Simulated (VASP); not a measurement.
# Rh (P6_3/mmc) in VASP: notebook

Rh is run at these levels: r2SCAN; tasks: single point.

All numbers are computed with VASP 6.6.1; they aren't measurements. Logs are shortened: lines on timing, memory, paths and dates and some standing lists are left out, and cuts for length are marked.

## Step 1: The cell of the first run

Symmetry: P6_3/mmc, No. 194, hexagonal system. Conventional cell: a = 2.650 Å, b = 2.650 Å, c = 4.401 Å, α = 90.00°, β = 90.00°, γ = 120.00°. Within 3.5 Å of Rh (site symmetry -6m2) lie 12 Rh at 2.65 to 2.68 Å.

## Step 2: Single point, r2SCAN (biaxial strain in the a-b plane: -2.0 %)

The input, POSCAR:

```
Rh
1.0
    2.6495703198      0.0000000000      0.0000000000
   -1.3247851599      2.2945952061      0.0000000000
    0.0000000000      0.0000000000      4.4008006287
Rh
2
Direct
    0.6666666667      0.3333333333      0.7500000000
    0.3333333333      0.6666666667      0.2500000000
```

The input, INCAR.step1:

```
SYSTEM = Rh
PREC = Accurate
ENCUT = 520
ISMEAR = 0
SIGMA = 0.1
LREAL = .False.
LASPH = .True.
NELM = 60
NBANDS = 22
GGA = PE
ALGO = Normal
EDIFF = 1E-4
LWAVE = .True.
LCHARG = .False.
```

The input, INCAR.step2:

```
SYSTEM = Rh
PREC = Accurate
ENCUT = 520
EDIFF = 1E-6
ISMEAR = 0
SIGMA = 0.1
LREAL = .False.
LASPH = .True.
NELM = 60
ALGO = Normal
ISIF = 2
LWAVE = .False.
LCHARG = .False.
METAGGA = R2SCAN
LMIXTAU = .True.
NBANDS = 22
ISTART = 1
```

The input, KPOINTS:

```
Automatic mesh
0
Gamma
  24 24 12
  0 0 0
```

Potentials or basis: VASP PAW PBE potentials, release 64 (Rh_pv).

On the command line:

```sh
$ cat potpaw_PBE.64/Rh_pv/POTCAR > POTCAR
$ cp INCAR.step1 INCAR
$ mpirun -np 1 vasp_std > vasp.out
$ cp INCAR.step2 INCAR
$ mpirun -np 1 vasp_std > vasp.out
```

OUTCAR:

```text
SYSTEM = Rh
   PREC = Accurate
   ENCUT = 520
   EDIFF = 1E-6
   ISMEAR = 0
   LREAL = .False.
   LASPH = .True.
   NELM = 60
   ISIF = 2
   METAGGA = R2SCAN
   ISTART = 1

 ion  position               nearest neighbor table
   1  0.667  0.333  0.750-   2 2.68   2 2.68   2 2.68   2 2.68   2 2.68   2 2.68
   2  0.333  0.667  0.250-   1 2.68   1 2.68   1 2.68   1 2.68   1 2.68   1 2.68

  LATTYP: Found a hexagonal cell.
 ALAT       =     2.6495703198
 C/A-ratio  =     1.6609487945

  Lattice vectors:

 A1 = (   2.6495703198,   0.0000000000,   0.0000000000)
 A2 = (  -1.3247851599,   2.2945952061,   0.0000000000)
 A3 = (   0.0000000000,   0.0000000000,   4.4008006287)

Analysis of symmetry for initial positions (statically):
=====================================================================
 Subroutine PRICEL returns:
 Original cell was already a primitive cell.

 Routine SETGRP: Setting up the symmetry group for a
 hexagonal supercell.

 Subroutine GETGRP returns: Found 24 space group operations
 (whereof 12 operations were pure point group operations)
 out of a pool of 24 trial point group operations.

The static configuration has the point symmetry D_3d.
 The point group associated with its full space group is D_6h.

Analysis of symmetry for dynamics (positions and initial velocities):
=====================================================================
 Subroutine PRICEL returns:
 Original cell was already a primitive cell.

 Routine SETGRP: Setting up the symmetry group for a
 hexagonal supercell.

 Subroutine GETGRP returns: Found 24 space group operations
 (whereof 12 operations were pure point group operations)
 out of a pool of 24 trial point group operations.

The dynamic configuration has the point symmetry D_3d.
 The point group associated with its full space group is D_6h.

 Subroutine INISYM returns: Found 24 space group operations
 (whereof 12 operations are pure point group operations),
 and found     1 'primitive' translations

----------------------------------------------------------------------------------------

                                     Primitive cell

  volume of cell :      26.7555

  direct lattice vectors                    reciprocal lattice vectors
     2.649570320  0.000000000  0.000000000     0.377419687  0.217903358  0.000000000
    -1.324785160  2.294595206  0.000000000     0.000000000  0.435806715  0.000000000
     0.000000000  0.000000000  4.400800629     0.000000000  0.000000000  0.227231380

  length of vectors
     2.649570320  2.649570320  4.400800629     0.435806715  0.435806715  0.227231380

  position of ions in fractional coordinates (direct lattice)
     0.666666667  0.333333333  0.750000000
     0.333333333  0.666666667  0.250000000

  ion indices of the primitive-cell ions
   primitive index   ion index
                 1           1
                 2           2

----------------------------------------------------------------------------------------

 KPOINTS: Automatic mesh

Automatic generation of k-mesh.
 Grid dimensions read from file:
 generate k-points for:   24   24   12

 Generating k-lattice:

  Cartesian coordinates                     Fractional coordinates (reciprocal lattice)
     0.015725820  0.009079307  0.000000000     0.041666667  0.000000000  0.000000000
     0.000000000  0.018158613  0.000000000     0.000000000  0.041666667  0.000000000
     0.000000000  0.000000000  0.018935948     0.000000000  0.000000000  0.083333333

  Length of vectors
     0.018158613  0.018158613  0.018935948

  Shift w.r.t. Gamma in fractional coordinates (k-lattice)
     0.000000000  0.000000000  0.000000000

 Subroutine IBZKPT returns following result:
 ===========================================

 Found    427 irreducible k-points:

 Following reciprocal coordinates:
            Coordinates               Weight
  0.000000  0.000000  0.000000      1.000000
  0.041667  0.000000  0.000000      6.000000
  0.083333  0.000000  0.000000      6.000000
  0.125000 -0.000000  0.000000      6.000000
  0.166667  0.000000  0.000000      6.000000
  0.208333  0.000000  0.000000      6.000000
[... 16 lines left out ...]
  0.416667  0.041667  0.000000     12.000000
  0.458333  0.041667  0.000000     12.000000
 [... further k-points ...]
   k-points           NKPTS =    427   k-points in BZ     NKDIM =    427   number of bands    NBANDS=     22
   number of dos      NEDOS =    301   number of ions     NIONS =      2
   total plane-waves  NPLWV =  14400
   dimension x,y,z NGX =    20 NGY =   20 NGZ =   36
   dimension x,y,z NGXF=    40 NGYF=   40 NGZF=   72
   ions per type =               2
   NGX,Y,Z   is equivalent  to a cutoff of  12.55, 12.55, 13.60 a.u.
   NGXF,Y,Z  is equivalent  to a cutoff of  25.10, 25.10, 27.20 a.u.
 SYSTEM =  Rh
   PREC   = accura    normal or accurate (medium, high low for compatibility)
   ISTART =      1    job   : 0-new  1-cont  2-samecut
   ICHARG =      0    charge: 1-file 2-atom 10-const
   ISPIN  =      1    spin polarized calculation?
   LNONCOLLINEAR =      F non collinear calculations
   LSORBIT =      F    spin-orbit coupling
   LASPH  =      T    aspherical Exc in radial PAW
   ENCUT  =  520.0 eV  38.22 Ry    6.18 a.u.   4.93  4.93  8.18*2*pi/ulx,y,z
   NELM   =     60;   NELMIN=  2; NELMDL=  0     # of ELM steps
   EDIFF  = 0.1E-05   stopping-criterion for ELM
   LREAL  =      F    real-space projection
   EDIFFG = 0.1E-04   stopping-criterion for IOM
   NSW    =      0    number of steps for IOM
   IBRION =     -1    ionic relax: 0-MD 1-quasi-New 2-CG
   NFREE  =      0    steps in history (QN), initial steepest desc. (CG)
   ISIF   =      2    stress and relaxation
   ISYM   =      2    0-nonsym 1-usesym 2-fastsym
   POTIM  = 0.5000    time-step for ionic-motion
   TEBEG  =    0.0;   TEEND  =   0.0 temperature during run
   PSTRESS=    0.0 pullay stress
   NELECT =      30.0000    total number of electrons
   NUPDOWN=      -1.0000    fix difference up-down
   EMIN   =  10.00;   EMAX   =-10.00  energy-range for DOS
   EFERMI =   0.00;   METHOD = LEGACY
   ISMEAR =     0;   SIGMA  =   0.10  broadening in eV -4-tet -1-fermi 0-gaus
   EFERMI_NEDOS =   21; number of points for ismear=-14 and -15
   IALGO  =     38    algorithm
   IMIX   =      4    mixing-type and parameters
     AMIX     =   0.40;   BMIX     =  1.00
     AMIX_MAG =   1.60;   BMIX_MAG =  1.00
  volume/ion in A,a.u.               =      13.38        90.28
  Fermi-wavevector in a.u.,A,eV,Ry     =   1.700764  3.213979 39.356209  2.892600
  Thomas-Fermi vector in A             =   2.780840
   LORBIT       =      0    0 simple, 1 ext, 2 COOP (PROOUT), +10 PAW based schemes
   METAGGA = R2SCAN    functional components
   LHFCALC =     F    Hartree Fock is set to
   AEXX    =    0.0000 exact exchange contribution
   IVDW    =     0    specifies the selected vdW correction
   LEPSILON=     F    determine dielectric tensor
   LRPA    =     F    only Hartree local field effects (RPA)
 non-spin polarized calculation
 Gauss-broadening in eV      SIGMA  =   0.10
  energy-cutoff  :      520.00
  volume of cell :       26.76
 maximum number of plane-waves:       756
 NGX is ok and might be reduce to    20
   NGX =  9   NGY =  9   NGZ = 17

 number of electron      29.9999999 magnetization

 Free energy of the ion-electron system (eV)
  ---------------------------------------------------
  ext. energy  EPLUGINS =         0.00000000
  ---------------------------------------------------
  free energy    TOTEN  =       -48.15105786 eV

  energy without entropy =      -48.13678397  energy(sigma->0) =      -48.14392092

 E-fermi :  12.3318     XC(G=0): -15.4122

 val. band max:       12.3303058814   @ k =   0.3333   0.0417   0.4167
 cond. band min:      12.3328461813   @ k =   0.2917   0.0833   0.2500
 fundamental gap:      0.0025402999
 Fermi energy:        12.3317597759

 k-point     1 :       0.0000    0.0000    0.0000
  band No.  band energies     occupation
      1     -36.4133      2.00000
      2     -35.6731      2.00000
      3     -35.6731      2.00000
      4     -35.5845      2.00000
      5     -35.5651      2.00000
      6     -35.5651      2.00000
[... 14 lines left out ...]
     21      29.6204      0.00000
     22      29.6204      0.00000

 k-point     2 :       0.0417    0.0000    0.0000
  band No.  band energies     occupation
      1     -36.4086      2.00000
      2     -35.6852      2.00000
      3     -35.6769      2.00000
      4     -35.5861      2.00000
      5     -35.5775      2.00000
      6     -35.5671      2.00000
[... 14 lines left out ...]
     21      29.6203      0.00000
     22      29.6204      0.00000

 k-point     3 :       0.0833    0.0000    0.0000
  band No.  band energies     occupation
      1     -36.3945      2.00000
      2     -35.7205      2.00000
      3     -35.6877      2.00000
      4     -35.6139      2.00000
      5     -35.5909      2.00000
      6     -35.5731      2.00000
[... 14 lines left out ...]
     21      29.6204      0.00000
     22      29.6210      0.00000

 k-point     4 :       0.1250   -0.0000    0.0000
  band No.  band energies     occupation
      1     -36.3716      2.00000
      2     -35.7767      2.00000
      3     -35.7047      2.00000
      4     -35.6712      2.00000
      5     -35.5990      2.00000
      6     -35.5829      2.00000
[... 14 lines left out ...]
     21      29.6201      0.00000
     22      29.7303      0.00000

 k-point     5 :       0.1667    0.0000    0.0000
  band No.  band energies     occupation
      1     -36.3407      2.00000
      2     -35.8499      2.00000
      3     -35.7449      2.00000
      4     -35.7265      2.00000
      5     -35.6104      2.00000
      6     -35.5958      2.00000
[... 14 lines left out ...]
     21      29.6201      0.00000
     22      29.6225      0.00000

 k-point     6 :       0.2083    0.0000    0.0000
  band No.  band energies     occupation
      1     -36.3031      2.00000
      2     -35.9350      2.00000
      3     -35.8296      2.00000
      4     -35.7514      2.00000
      5     -35.6255      2.00000
      6     -35.6113      2.00000
[... 14 lines left out ...]
     21      29.6200      0.00000
     22      29.6207      0.00000

 k-point     7 :       0.2500   -0.0000    0.0000
  band No.  band energies     occupation
      1     -36.2602      2.00000
      2     -36.0263      2.00000
      3     -35.9190      2.00000
      4     -35.7777      2.00000
      5     -35.6441      2.00000
      6     -35.6281      2.00000
[... 324 lines left out ...]
      6     -35.6603      2.00000
[... 14 lines left out ...]
     21      28.9165      0.00000
     22      29.4159      0.00000

 k-point    21 :       0.3333    0.0417    0.0000
  band No.  band energies     occupation
      1     -36.2382      2.00000
      2     -36.1402      2.00000
      3     -36.1243      2.00000
      4     -35.8431      2.00000
      5     -35.7057      2.00000
      6     -35.6759      2.00000
[... 14 lines left out ...]
     21      28.0273      0.00000
     22      28.7407      0.00000

 k-point    22 :       0.3750    0.0417    0.0000
  band No.  band energies     occupation
      1     -36.3021      2.00000
      2     -36.1832      2.00000
      3     -36.0963      2.00000
      4     -35.8622      2.00000
      5     -35.7324      2.00000
      6     -35.6888      2.00000
[... 14 lines left out ...]
     21      27.2769      0.00000
     22      28.1520      0.00000

 k-point    23 :       0.4167    0.0417    0.0000
  band No.  band energies     occupation
      1     -36.3471      2.00000
      2     -36.2245      2.00000
      3     -36.0603      2.00000
      4     -35.8755      2.00000
      5     -35.7560      2.00000
      6     -35.6979      2.00000
[... 14 lines left out ...]
     21      26.7236      0.00000
     22      27.6654      0.00000

 k-point    24 :       0.4583    0.0417    0.0000
  band No.  band energies     occupation
      1     -36.3704      2.00000
      2     -36.2459      2.00000
      3     -36.0392      2.00000
      4     -35.8824      2.00000
      5     -35.7709      2.00000
      6     -35.7026      2.00000
[... 14 lines left out ...]
     21      26.4210      0.00000
     22      27.3582      0.00000

 [... further k-points ...]
[... 5 lines left out ...]
  --------------------------------------------------------------------------------------
  -------------------------------------------------------------------------------------
  Total        2.1663081      2.1663081      0.7107829      0.0000000     -0.0000000      0.0000000
  in kB      129.7231760    129.7231760     42.5632053      0.0000000     -0.0000000      0.0000000
  external PRESSURE =     100.6698524 kB  Pullay stress =       0.0000000 kB

 VOLUME and BASIS-vectors are now :
 -----------------------------------------------------------------------------
  energy-cutoff  :      520.00
  volume of cell :       26.76
      direct lattice vectors                 reciprocal lattice vectors
     2.649570320  0.000000000  0.000000000     0.377419687  0.217903358  0.000000000
    -1.324785160  2.294595206  0.000000000     0.000000000  0.435806715  0.000000000
     0.000000000  0.000000000  4.400800629     0.000000000  0.000000000  0.227231380

 POSITION                                       TOTAL-FORCE (eV/Angst)
 -----------------------------------------------------------------------------------
      1.32479      0.76487      3.30060        -0.000000      0.000000      0.000000
     -0.00000      1.52973      1.10020         0.000000     -0.000000      0.000000
 -----------------------------------------------------------------------------------
    total drift:                               -0.000000      0.000000     -0.000000

  FREE ENERGIE OF THE ION-ELECTRON SYSTEM (eV)
  ---------------------------------------------------
  free  energy   TOTEN  =       -48.1510578590 eV

  energy  without entropy=      -48.1367839737  energy(sigma->0) =      -48.14392092
```

Wall time 7.5 min (1 thread of AMD EPYC 9R45 (Zen 5), shared host); peak memory 0.27 GiB.

What came out:

- Free energy: -48.1511 eV
- Pressure: 10.1 GPa
- Band gap on the k mesh: zero (band 15 reaches 13.12 eV, above the bottom of band 16 at 10.41 eV)

Caveat: the cell differs from its parent crystal (biaxial strain in the a-b plane: -2.0 %); the PAW data sets were made with another functional, which shifts forces and pressure a little.

[end of part 1 of 2]
